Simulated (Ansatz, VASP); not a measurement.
Two plane-wave programs on Si2W

The input INCAR:

```
SYSTEM = Si2W
ALGO     = Normal         ! electronic algorithm
EDIFF    = 1E-6           ! SCF threshold, eV
ENCUT    = 520            ! plane-wave cutoff, eV
GGA      = PE             ! functional
ISIF     = 2              ! what is computed and relaxed
ISMEAR   = 0              ! smearing method
LASPH    = .TRUE.         ! aspherical terms in the spheres
LCHARG   = .FALSE.        ! write CHGCAR
LREAL    = .FALSE.        ! projectors in reciprocal space
LWAVE    = .FALSE.        ! write WAVECAR
NBANDS   = 43             ! bands
NELM     = 60             ! most SCF steps
PREC     = Accurate       ! precision mode
SIGMA    = 0.03           ! smearing width, eV
```

File KPOINTS:

```
k-points
0
G
  9 9 6
  0 0 0
```

File POSCAR:

```
Si2W
1.0
    4.5199185558      0.0000000000      0.0000000000
   -2.2599592779      3.9143642923      0.0000000000
    0.0000000000      0.0000000000      6.9276791704
Si W
6 3
Direct
    0.8488551621      0.6977103243      0.5000000000
    0.1511448379      0.8488551621      0.8333333333
    0.6977103243      0.8488551621      0.1666666667
    0.1511448379      0.3022896757      0.5000000000
    0.8488551621      0.1511448379      0.8333333333
    0.3022896757      0.1511448379      0.1666666667
    0.0000000000      0.5000000000      0.1666666667
    0.5000000000      0.5000000000      0.8333333333
    0.5000000000      0.0000000000      0.5000000000
```

Input for Ansatz:

```yaml
crystal:
  lattice:
    - [4.5199185558, 0.0, 0.0]
    - [-2.2599592779, 3.9143642923, 0.0]
    - [0.0, 0.0, 6.9276791704]
  atoms:
    - { symbol: Si, position: [0.8488551621, 0.6977103243, 0.5] }
    - { symbol: Si, position: [0.1511448379, 0.8488551621, 0.8333333333] }
    - { symbol: Si, position: [0.6977103243, 0.8488551621, 0.1666666667] }
    - { symbol: Si, position: [0.1511448379, 0.3022896757, 0.5] }
    - { symbol: Si, position: [0.8488551621, 0.1511448379, 0.8333333333] }
    - { symbol: Si, position: [0.3022896757, 0.1511448379, 0.1666666667] }
    - { symbol: W, position: [0.0, 0.5, 0.1666666667] }
    - { symbol: W, position: [0.5, 0.5, 0.8333333333] }
    - { symbol: W, position: [0.5, 0.0, 0.5] }
basis:
  ecutwfc: 420
kpoints:
  mp_grid: { grid: [9, 9, 6] }
hamiltonian:
  xc: pbe
  pseudopotentials: { kind: paw, azcp: { folder: soft_1 } }
scf:
  occupations: { method: gaussian, width: 0.03 }
output:
  forces: true
  stress: true
  eigenvalues: true
```

Alike in both runs: task single point; functional PBE; k mesh 9 × 9 × 6; occupations gaussian, width 0.03 eV; no spin polarisation.

|  | VASP | Ansatz |
| --- | --- | --- |
| version | VASP 6.6.1 | Ansatz 0.2.0 |
| potentials or method | VASP PAW PBE potentials, release 64 (Si, W_sv), cutoff 520 eV | scalar-relativistic, plane waves, PAW |
| valence electrons in the cell | 66 | 66 |

```csv
,VASP,Ansatz,Ansatz less VASP
pressure (GPa),2.2,2.2,0.00
"traceless stress, the component that is largest in VASP (GPa)",-12.00,-11.99,+0.010
rms of the force components (eV/Å),1.033,1.036,+0.0035
```

Atom by atom the forces differ by 0.004 eV/Å (rms over components).

Spin-orbit coupling is off throughout.
